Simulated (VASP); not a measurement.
Input of a VASP 6.6.1 run:

INCAR

```
PREC = Accurate
ENCUT = 600
EDIFF = 1E-6
ISMEAR = 0
SIGMA = 0.1
LREAL = False
LASPH = True
NELM = 60
ALGO = Normal
ISIF = 3
LWAVE = False
LCHARG = False
GGA = PS
IBRION = 2
NSW = 80
EDIFFG = -0.05
```

KPOINTS

```
regular mesh
0
Gamma
  10 10 10
```

Contents of POSCAR:

```
Cr
1.0
   -1.4588660065      1.4588660065      1.4588660065
    1.4588660065     -1.4588660065      1.4588660065
    1.4588660065      1.4588660065     -1.4588660065
Cr
1
Direct
    0.0000000000      0.0000000000      0.0000000000
```

Potentials or basis: VASP PAW PBE potentials, release 64 (Cr_pv).

Launch:

```console
$ cat potpaw_PBE.64/Cr_pv/POTCAR > POTCAR
$ mpirun -np 1 vasp_std > vasp.out
```

Question: Predict the band gap on the k mesh.

Answer: Zero (band 6 reaches 13.90 eV, above the bottom of band 7 at 10.36 eV).

Question: Estimate the relaxed volume.

Answer: 11.15 Å³/atom.

Question: Predict the relaxed cell.

Answer: a = 2.438 Å, b = 2.438 Å, c = 2.438 Å, α = 109.47°, β = 109.47°, γ = 109.47°.

Step by step:
```csv
step,energy change (eV),largest force (eV/Å),pressure (GPa),volume (Å³)
1,0.0000,0.0000,-24.26,12.42
2,0.2410,0.0000,71.72,9.34
3,-0.1067,0.0000,-1.64,11.21
4,-0.1070,0.0000,-0.41,11.15
```

Caveat: the PAW data sets were made with another functional, which shifts forces and pressure a little; the run has no spin polarisation, though such a crystal can be magnetic. Spin polarisation is off, so any magnetic state and its effect on volume and gap are missing.
